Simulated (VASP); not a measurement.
# Te2Mo in VASP: settings compared, part 2 of 2

VASP 6.6.1. The steps go on from the part before.

**4. Single point, PBE**

This run uses another cell than the first one, of 35.69 Å³/atom, 0.902 times its volume.

The input, INCAR:

```
SYSTEM = Te2Mo
ALGO = Normal ; EDIFF = 1E-6
ENCUT = 520 ; GGA = PE
ISIF = 2 ; ISMEAR = 0
LASPH = .TRUE. ; LCHARG = .FALSE.
LREAL = .FALSE. ; LWAVE = .FALSE.
NBANDS = 64 ; NELM = 80
PREC = Accurate ; SIGMA = 0.013000000000000001
```

The input, KPOINTS:

```
k-points
0
G
  9 9 1
  0 0 0
```

The input, POSCAR:

```
Te2Mo
1.0
    3.5613831954      0.0000000000      0.0000000000
   -1.7806915977      3.0842483198      0.0000000000
    0.0000000000      0.0000000000     38.9902681400
Te Mo
8 4
Direct
    0.3333333333      0.6666666667      0.3282231700
    0.3333333333      0.6666666667      0.9518180900
    0.6666666667      0.3333333333      0.1400809200
    0.6666666667      0.3333333333      0.7636306700
    0.6666666667      0.3333333333      0.0481819100
    0.6666666667      0.3333333333      0.6717768300
    0.3333333333      0.6666666667      0.2363693300
    0.3333333333      0.6666666667      0.8599190800
    0.6666666667      0.3333333333      0.2823380000
    0.6666666667      0.3333333333      0.9058588400
    0.3333333333      0.6666666667      0.0941411600
    0.3333333333      0.6666666667      0.7176620000
```

Potentials or basis: VASP PAW PBE potentials, release 64 (Te, Mo_sv).

Launch:

```
$ cat potpaw_PBE.64/Te/POTCAR potpaw_PBE.64/Mo_sv/POTCAR > POTCAR
$ mpirun -np 1 vasp_std > vasp.out
```

OUTCAR:

```text
SYSTEM = Te2Mo
   EDIFF = 1E-6
   ENCUT = 520
   GGA = PE
   ISIF = 2
   ISMEAR = 0
   LASPH = .TRUE.
   LREAL = .FALSE.
   NELM = 80
   PREC = Accurate

 ion  position               nearest neighbor table
   1  0.333  0.667  0.328-   9 2.73   9 2.73   9 2.73   7 3.58
   2  0.333  0.667  0.952-  10 2.73  10 2.73  10 2.73   8 3.58
   3  0.667  0.333  0.140-  11 2.73  11 2.73  11 2.73   5 3.58
   4  0.667  0.333  0.764-  12 2.73  12 2.73  12 2.73   6 3.58
   5  0.667  0.333  0.048-  11 2.73  11 2.73  11 2.73   3 3.58
   6  0.667  0.333  0.672-  12 2.73  12 2.73  12 2.73   4 3.58
   7  0.333  0.667  0.236-   9 2.73   9 2.73   9 2.73   1 3.58
   8  0.333  0.667  0.860-  10 2.73  10 2.73  10 2.73   2 3.58
   9  0.667  0.333  0.282-   1 2.73   1 2.73   1 2.73   7 2.73   7 2.73   7 2.73
  10  0.667  0.333  0.906-   8 2.73   8 2.73   8 2.73   2 2.73   2 2.73   2 2.73
  11  0.333  0.667  0.094-   3 2.73   3 2.73   3 2.73   5 2.73   5 2.73   5 2.73
  12  0.333  0.667  0.718-   6 2.73   6 2.73   6 2.73   4 2.73   4 2.73   4 2.73

  LATTYP: Found a hexagonal cell.
[... 204 lines left out ...]
      5     -30.7211      2.00000
      6     -30.7211      2.00000
[... 793 lines left out ...]
     63       6.5934      0.00000
     64       6.5934      0.00000

------------------------ aborting loop because EDIFF is reached ----------------------------------------

  FORCE on cell =-STRESS in cart. coord.  units (eV):
  Direction    XX          YY          ZZ          XY          YZ          ZX
  --------------------------------------------------------------------------------------
  -------------------------------------------------------------------------------------
  Total        0.7444950      0.7444950      3.4364486      0.0000000      0.0000000      0.0000000
  in kB        2.7851468      2.7851468     12.8557130      0.0000000      0.0000000      0.0000000
  external PRESSURE =       6.1420022 kB  Pullay stress =       0.0000000 kB

 VOLUME and BASIS-vectors are now :
 -----------------------------------------------------------------------------
  energy-cutoff  :      520.00
  volume of cell :      428.28
      direct lattice vectors                 reciprocal lattice vectors
     3.561383195  0.000000000  0.000000000     0.280789779  0.162114054  0.000000000
    -1.780691598  3.084248320  0.000000000     0.000000000  0.324228109  0.000000000
     0.000000000  0.000000000 38.990268140     0.000000000  0.000000000  0.025647426

 POSITION                                       TOTAL-FORCE (eV/Angst)
 -----------------------------------------------------------------------------------
     -0.00000      2.05617     12.79751         0.000000      0.000000      0.230910
     -0.00000      2.05617     37.11164         0.000000     -0.000000      0.193067
      1.78069      1.02808      5.46179         0.000000     -0.000000      0.201952
      1.78069      1.02808     29.77416         0.000000      0.000000      0.194358
      1.78069      1.02808      1.87863         0.000000      0.000000     -0.193067
      1.78069      1.02808     26.19276         0.000000     -0.000000     -0.230910
     -0.00000      2.05617      9.21610         0.000000     -0.000000     -0.194358
     -0.00000      2.05617     33.52848         0.000000      0.000000     -0.201952
      1.78069      1.02808     11.00843        -0.000000      0.000000     -0.011667
      1.78069      1.02808     35.31968        -0.000000      0.000000      0.008249
     -0.00000      2.05617      3.67059         0.000000      0.000000     -0.008249
     -0.00000      2.05617     27.98183        -0.000000     -0.000000      0.011667
 -----------------------------------------------------------------------------------
    total drift:                                0.000000     -0.000000     -0.000000

  FREE ENERGIE OF THE ION-ELECTRON SYSTEM (eV)
  ---------------------------------------------------
  free  energy   TOTEN  =       -72.1138752463 eV

  energy  without entropy=      -72.1138752463  energy(sigma->0) =      -72.11387525
```

Run time: 9.4 min. Hardware: 1 thread of Oxide Virtual Turin-like, shared host; peak memory 0.64 GiB.

Results:

```yaml
Free_energy: -72.1139 eV
Largest_force: 0.231 eV/Å
Band_gap_on_the_k_mesh: 0.99 eV, indirect (least direct gap 1.00 eV)
```

Forces on the atoms (eV/Å):
```
Te   0.000  0.000  0.231
Te   0.000  0.000  0.193
Te   0.000  0.000  0.202
Te   0.000  0.000  0.194
Te   0.000  0.000 -0.193
Te   0.000  0.000 -0.231
Te   0.000  0.000 -0.194
Te   0.000  0.000 -0.202
Mo   0.000  0.000 -0.012
Mo   0.000  0.000  0.008
Mo   0.000  0.000 -0.008
Mo   0.000  0.000  0.012
```

Caveat: spin-orbit coupling is left out, which moves the levels of the heavy elements.

**5. Single point, PBE**

This run uses another cell than the first one, of 35.69 Å³/atom, 0.902 times its volume.

The input, INCAR:

```
SYSTEM = Te2Mo
PREC     = Accurate       ! precision mode
ENCUT    = 520            ! plane-wave cutoff, eV
EDIFF    = 1E-6           ! SCF threshold, eV
ISMEAR   = 0              ! smearing method
SIGMA    = 0.014          ! smearing width, eV
LREAL    = .False.        ! projectors in reciprocal space
LASPH    = .True.         ! aspherical terms in the spheres
NELM     = 100            ! most SCF steps
ALGO     = Normal         ! electronic algorithm
ISIF     = 2              ! what is computed and relaxed
LWAVE    = .False.        ! write WAVECAR
LCHARG   = .False.        ! write CHGCAR
GGA      = PE             ! functional
NBANDS   = 64             ! bands
```

The input, KPOINTS:

```
Automatic mesh
0
Gamma
  9 9 1
  0 0 0
```

POSCAR is that of step 4.

Launch:

```
$ cat potpaw_PBE.64/Te/POTCAR potpaw_PBE.64/Mo_sv/POTCAR > POTCAR
$ mpirun -np 1 vasp_std > vasp.out
```

Wall time 13 min (1 thread of Oxide Virtual Turin-like, shared host); peak memory 0.64 GiB.

Results (log left out):

- Free energy: -72.1139 eV
- Largest force: 0.231 eV/Å
- Band gap on the k mesh: 0.99 eV, indirect (least direct gap 1.00 eV)

Forces in eV/Å, atoms in the order of the input:
```
Te   0.000  0.000  0.231
Te   0.000  0.000  0.193
Te   0.000  0.000  0.202
Te   0.000  0.000  0.194
Te   0.000  0.000 -0.193
Te   0.000  0.000 -0.231
Te   0.000  0.000 -0.194
Te   0.000  0.000 -0.202
Mo   0.000  0.000 -0.012
Mo   0.000  0.000  0.008
Mo   0.000  0.000 -0.008
Mo   0.000  0.000  0.012
```

Levels at points of the mesh, in eV from the valence-band top:
```csv
k point,band 50,band 51,band 52,band 53,band 54,band 55
"(0.00, 0.00, 0.00)",-0.27,-0.09,0.00,2.96,2.96,2.98
```

Caveat: spin-orbit coupling is left out, which moves the levels of the heavy elements.

**6. Single point, PBEsol+D3(BJ)**

This run uses another cell than the first one, of 30.57 Å³/atom, 0.772 times its volume.

The input, INCAR:

```
PREC = Accurate ; ENCUT = 520
EDIFF = 1E-7 ; ISMEAR = -1
SIGMA = 0.05 ; LREAL = False
LASPH = True ; NELM = 80
ALGO = Normal ; ISIF = 2
LWAVE = False ; LCHARG = True
GGA = PS ; IVDW = 12
LELF = True ; LVHAR = True
NBANDS = 64
```

The input, KPOINTS:

```
Automatic mesh
0
Gamma
  9 9 1
```

The input, POSCAR:

```
Te2Mo
1.0
    3.4364459209      0.0000000000      0.0000000000
   -1.7182229605      2.9760494662      0.0000000000
    0.0000000000      0.0000000000     35.8646645661
Te Mo
8 4
Direct
    0.3333333333      0.6666666667      0.3293450062
    0.3333333333      0.6666666667      0.9577372522
    0.6666666667      0.3333333333      0.1434658691
    0.6666666667      0.3333333333      0.7719922908
    0.6666666667      0.3333333333      0.0422627478
    0.6666666667      0.3333333333      0.6706549938
    0.3333333333      0.6666666667      0.2280077092
    0.3333333333      0.6666666667      0.8565341309
    0.6666666667      0.3333333333      0.2787367656
    0.6666666667      0.3333333333      0.9071346186
    0.3333333333      0.6666666667      0.0928653814
    0.3333333333      0.6666666667      0.7212632344
```

Potentials or basis: VASP PAW PBE potentials, release 64 (Te, Mo_sv).

Launch:

```
$ cat potpaw_PBE.64/Te/POTCAR potpaw_PBE.64/Mo_sv/POTCAR > POTCAR
$ mpirun -np 1 vasp_std > vasp.out
```

OUTCAR:

```text
PREC = Accurate
   ENCUT = 520
   EDIFF = 1E-7
   ISMEAR = -1
   LREAL = False
   LASPH = True
   NELM = 80
   ISIF = 2
   GGA = PS
   IVDW = 12
 IVDW          = 12

 ion  position               nearest neighbor table
   1  0.333  0.667  0.329-   9 2.69   9 2.69   9 2.69   7 3.63
   2  0.333  0.667  0.958-  10 2.69  10 2.69  10 2.69   5 3.62   5 3.62   5 3.62   8 3.63
   3  0.667  0.333  0.143-  11 2.69  11 2.69  11 2.69   7 3.62   7 3.62   7 3.62   5 3.63
   4  0.667  0.333  0.772-  12 2.69  12 2.69  12 2.69   8 3.62   8 3.62   8 3.62   6 3.63
   5  0.667  0.333  0.042-  11 2.69  11 2.69  11 2.69   2 3.62   2 3.62   2 3.62   3 3.63
   6  0.667  0.333  0.671-  12 2.69  12 2.69  12 2.69   4 3.63
   7  0.333  0.667  0.228-   9 2.69   9 2.69   9 2.69   3 3.62   3 3.62   3 3.62   1 3.63
   8  0.333  0.667  0.857-  10 2.69  10 2.69  10 2.69   4 3.62   4 3.62   4 3.62   2 3.63
   9  0.667  0.333  0.279-   1 2.69   1 2.69   1 2.69   7 2.69   7 2.69   7 2.69
  10  0.667  0.333  0.907-   8 2.69   8 2.69   8 2.69   2 2.69   2 2.69   2 2.69
  11  0.333  0.667  0.093-   3 2.69   3 2.69   3 2.69   5 2.69   5 2.69   5 2.69
  12  0.333  0.667  0.721-   6 2.69   6 2.69   6 2.69   4 2.69   4 2.69   4 2.69

  LATTYP: Found a hexagonal cell.
 ALAT       =     3.4364459209
 C/A-ratio  =    10.4365572430
[... 1000 lines left out ...]

 Edisp (eV)   -6.16860

 E8    (eV) :    -4.2520

  FORCE on cell =-STRESS in cart. coord.  units (eV):
  Direction    XX          YY          ZZ          XY          YZ          ZX
  --------------------------------------------------------------------------------------
  -------------------------------------------------------------------------------------
  Total       0.18876     0.18876     0.35698    -0.00000     0.00000    -0.00000
  in kB       0.82455     0.82455     1.55932    -0.00000     0.00000    -0.00000
  external pressure =        1.07 kB  Pullay stress =        0.00 kB

 VOLUME and BASIS-vectors are now :
 -----------------------------------------------------------------------------
  energy-cutoff  :      520.00
  volume of cell :      366.79
      direct lattice vectors                 reciprocal lattice vectors
     3.436445921  0.000000000  0.000000000     0.290998323  0.168007960  0.000000000
    -1.718222960  2.976049466  0.000000000     0.000000000  0.336015920  0.000000000
     0.000000000  0.000000000 35.864664566     0.000000000  0.000000000  0.027882597

 POSITION                                       TOTAL-FORCE (eV/Angst)
 -----------------------------------------------------------------------------------
     -0.00000      1.98403     11.81185         0.000000      0.000000      0.032031
     -0.00000      1.98403     34.34893        -0.000000     -0.000000      0.027340
      1.71822      0.99202      5.14536        -0.000000      0.000000      0.027176
      1.71822      0.99202     27.68724        -0.000000      0.000000      0.025075
      1.71822      0.99202      1.51574         0.000000      0.000000     -0.027340
      1.71822      0.99202     24.05282        -0.000000      0.000000     -0.032031
     -0.00000      1.98403      8.17742         0.000000     -0.000000     -0.025075
     -0.00000      1.98403     30.71931         0.000000      0.000000     -0.027176
      1.71822      0.99202      9.99680        -0.000000      0.000000     -0.001909
      1.71822      0.99202     32.53408         0.000000      0.000000     -0.002403
     -0.00000      1.98403      3.33059        -0.000000      0.000000      0.002403
     -0.00000      1.98403     25.86786         0.000000      0.000000      0.001909
 -----------------------------------------------------------------------------------
    total drift:                                0.000000      0.000000      0.000000

  FREE ENERGIE OF THE ION-ELECTRON SYSTEM (eV)
  ---------------------------------------------------
  free  energy   TOTEN  =       -84.6646562058 eV

  energy  without entropy=      -84.6642192215  energy(sigma->0) =      -84.66443771
```

OSZICAR:

```text
N       E                     dE             d eps       ncg     rms          rms(c)
DAV:   1     0.855405939103E+03    0.85541E+03   -0.53538E+04  1864   0.143E+03
DAV:   2    -0.217432732520E+02   -0.87715E+03   -0.85312E+03  1904   0.334E+02
DAV:   3    -0.784743823333E+02   -0.56731E+02   -0.55168E+02  1856   0.723E+01
[... 20 lines left out ...]
DAV:  24    -0.784960550816E+02   -0.14018E-04   -0.13988E-06  1696   0.329E-03    0.361E-03
DAV:  25    -0.784960580847E+02   -0.30031E-05   -0.13810E-07  1208   0.125E-03    0.448E-03
DAV:  26    -0.784960591903E+02   -0.11055E-05   -0.35398E-08  1080   0.673E-04    0.399E-03
DAV:  27    -0.784960602331E+02   -0.10428E-05   -0.82512E-08  1136   0.927E-04    0.148E-03
DAV:  28    -0.784960604000E+02   -0.16692E-06   -0.29630E-08  1064   0.513E-04    0.574E-04
DAV:  29    -0.784960604311E+02   -0.31110E-07   -0.69060E-09   936   0.237E-04
   1 F= -.84664656E+02 E0= -.84664438E+02  d E =-.436984E-03
```

stdout:

```text
POSCAR found type information on POSCAR TeMo
 POSCAR found :  2 types and      12 ions
 scaLAPACK will be used
 -----------------------------------------------------------------------------
|                                                                             |
|                                                                             |
|     You enforced a specific xc type in the INCAR file but a different       |
|     I HOPE YOU KNOW WHAT YOU ARE DOING!                                     |
|                                                                             |
 -----------------------------------------------------------------------------

 LDA part: xc-table for (Slater+PW92), standard interpolation
 POSCAR, INCAR and KPOINTS ok, starting setup
 FFT: planning ... GRIDC
 FFT: planning ... GRID_SOFT
 FFT: planning ... GRID
 WAVECAR not read
 entering main loop
```

It took 26 min on 1 thread of Oxide Virtual Turin-like, shared host; peak memory 0.53 GiB.

Results:

| Property | Result |
| --- | --- |
| Free energy | -84.6647 eV |
| Largest force | 0.032 eV/Å |
| Band gap on the k mesh | 0.58 eV, indirect (least direct gap 1.00 eV) |
| Dispersion energy per atom | -0.514 eV |

Forces in eV/Å, atoms in the order of the input:
```
Te   0.000  0.000  0.032
Te   0.000  0.000  0.027
Te   0.000  0.000  0.027
Te   0.000  0.000  0.025
Te   0.000  0.000 -0.027
Te   0.000  0.000 -0.032
Te   0.000  0.000 -0.025
Te   0.000  0.000 -0.027
Mo   0.000  0.000 -0.002
Mo   0.000  0.000 -0.002
Mo   0.000  0.000  0.002
Mo   0.000  0.000  0.002
```

Caveat: the PAW data sets were made with another functional, which shifts forces and pressure a little; spin-orbit coupling is left out, which moves the levels of the heavy elements.

**7. Single point, RPBE+D4**

This run uses another cell than the first one, of 31.80 Å³/atom, 0.803 times its volume.

The input, INCAR:

```
SYSTEM = Te2Mo
PREC = Accurate
ENCUT = 520
EDIFF = 1E-7
ISMEAR = -1
SIGMA = 0.05
LREAL = .FALSE.
LASPH = .TRUE.
NELM = 100
ALGO = Normal
ISIF = 2
LWAVE = .FALSE.
LCHARG = .FALSE.
GGA = RP
IVDW = 13
NBANDS = 64
```

The input, KPOINTS:

```
regular mesh
0
G
  9 9 1
  0 0 0
```

The input, POSCAR:

```
Te2Mo
1.0
    3.4768387347      0.0000000000      0.0000000000
   -1.7384193673      3.0110306691      0.0000000000
    0.0000000000      0.0000000000     36.4495787445
Te Mo
8 4
Direct
    0.3333333333      0.6666666667      0.3271345699
    0.3333333333      0.6666666667      0.9575966353
    0.6666666667      0.3333333333      0.1424062125
    0.6666666667      0.3333333333      0.7728940599
    0.6666666667      0.3333333333      0.0424033647
    0.6666666667      0.3333333333      0.6728654301
    0.3333333333      0.6666666667      0.2271059401
    0.3333333333      0.6666666667      0.8575937875
    0.6666666667      0.3333333333      0.2771550066
    0.6666666667      0.3333333333      0.9075947856
    0.3333333333      0.6666666667      0.0924052144
    0.3333333333      0.6666666667      0.7228449934
```

Launch:

```
$ cat potpaw_PBE.64/Te/POTCAR potpaw_PBE.64/Mo_sv/POTCAR > POTCAR
$ mpirun -np 1 vasp_std > vasp.out
```

It took 17 min on 1 thread of Oxide Virtual Turin-like, shared host; peak memory 0.55 GiB.

Results (log left out):

```yaml
Free_energy: -78.9717 eV
Largest_force: 0.012 eV/Å
Band_gap_on_the_k_mesh: 0.66 eV, indirect (least direct gap 1.08 eV)
Dispersion_energy_per_atom: -1.058 eV
```

Forces in eV/Å, atoms in the order of the input:
```
Te   0.000  0.000  0.000
Te   0.000  0.000 -0.005
Te   0.000  0.000 -0.008
Te   0.000  0.000 -0.011
Te   0.000  0.000  0.005
Te   0.000  0.000  0.000
Te   0.000  0.000  0.011
Te   0.000  0.000  0.008
Mo   0.000  0.000  0.012
Mo   0.000  0.000 -0.002
Mo   0.000  0.000  0.002
Mo   0.000  0.000 -0.012
```

Levels at points of the mesh, in eV from the valence-band top:
```tsv
k point	band 49	band 50	band 51	band 52	band 53	band 54	band 55	band 56
(0.00, 0.00, 0.00)	-1.04	-0.03	-0.01	0.00	2.85	2.85	2.88	2.88
```

Caveat: the PAW data sets were made with another functional, which shifts forces and pressure a little; spin-orbit coupling is left out, which moves the levels of the heavy elements.

**8. Summary**

| level | potentials or basis | cell | k mesh | smearing | gap on the mesh (eV) | largest force (eV/Å) |
| --- | --- | --- | --- | --- | --- | --- |
| revPBE | VASP PAW PBE potentials, release 64 (Te, Mo_sv) | a = 3.581, b = 3.581, c = 42.753 Å, angles 90.0, 90.0, 120.0°, 12 atoms | 7 × 7 × 1 | fermi-dirac 0.05 eV | 1.34 | 0.01 |
| LDA | VASP PAW LDA potentials, release 64 (Te, Mo_sv) | a = 3.472, b = 3.472, c = 36.970 Å, angles 90.0, 90.0, 120.0°, 12 atoms | 7 × 7 × 1 | fermi-dirac 0.05 eV | 0.86 | 0.06 |
| PBE | VASP PAW PBE potentials, release 64 (Te, Mo_sv) | a = 3.561, b = 3.561, c = 38.990 Å, angles 90.0, 90.0, 120.0°, 12 atoms | 9 × 9 × 1 | gaussian 0.013 eV | 0.99 | 0.23 |
| PBE | VASP PAW PBE potentials, release 64 (Te, Mo_sv) | a = 3.561, b = 3.561, c = 38.990 Å, angles 90.0, 90.0, 120.0°, 12 atoms | 9 × 9 × 1 | gaussian 0.014 eV | 0.99 | 0.23 |
| PBEsol+D3(BJ) | VASP PAW PBE potentials, release 64 (Te, Mo_sv) | a = 3.436, b = 3.436, c = 35.865 Å, angles 90.0, 90.0, 120.0°, 12 atoms | 9 × 9 × 1 | fermi-dirac 0.05 eV | 0.58 | 0.03 |
| RPBE+D4 | VASP PAW PBE potentials, release 64 (Te, Mo_sv) | a = 3.477, b = 3.477, c = 36.450 Å, angles 90.0, 90.0, 120.0°, 12 atoms | 9 × 9 × 1 | fermi-dirac 0.05 eV | 0.66 | 0.01 |

Alike in all rows: task single point; no spin polarisation; cutoff (eV) 520.

Caveats: spin-orbit coupling is left out, which moves the levels of the heavy elements; the PAW data sets were made with another functional, which shifts forces and pressure a little (some runs).

Absolute energies hang on the potentials; compare differences alone.
